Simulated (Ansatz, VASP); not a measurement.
# TiO2: VASP and Ansatz over several settings

```
Ti O
1.0
    -1.86653    1.86653    4.69300
     1.86653   -1.86653    4.69300
     1.86653    1.86653   -4.69300
Ti O
2 4
Cartesian
  0.0000 1.8665 2.3465
  0.0000 0.0000 0.0000
  0.0000 0.0000 7.4328
  0.0000 1.8665 0.3933
  0.0000 1.8665 4.2997
  0.0000 0.0000 1.9532
```

Single points on this cell with VASP 6.6.1 and Ansatz 0.2.0. Each row is one pair of runs. Alike in all rows: spin: off; k mesh: 10 × 10 × 10; smearing: fermi-dirac, width 0.05 eV.

```tsv
level	VASP's potentials, cutoff	Ansatz's potentials, cutoff	gap on the k mesh at the Fermi level (eV), VASP	gap on the k mesh at the Fermi level (eV), Ansatz	least direct gap on the mesh (eV), VASP	least direct gap on the mesh (eV), Ansatz
PBE exchange alone	VASP PAW PBE potentials, release 64 (Ti_sv, O), 520 eV	Ansatz PAW, 420 eV	?	2.28	?	2.60
LDA	VASP PAW LDA potentials, release 64 (Ti_sv, O), 520 eV	PseudoDojo standard (LDA files), 1143 eV	2.09	2.14	2.43	2.49
BLYP	VASP PAW PBE potentials, release 64 (Ti_sv, O), 520 eV	Ansatz PAW, 420 eV	2.20	2.23	2.53	2.56
LDA	VASP PAW LDA potentials, release 64 (Ti_sv, O), 520 eV	JTH PAW LDA, 1380 eV	2.09	2.11	2.43	2.44
```

Question: Fill in what VASP gave in row 1.

Answer: gap on the k mesh at the Fermi level (eV): 2.26; least direct gap on the mesh (eV): 2.58.
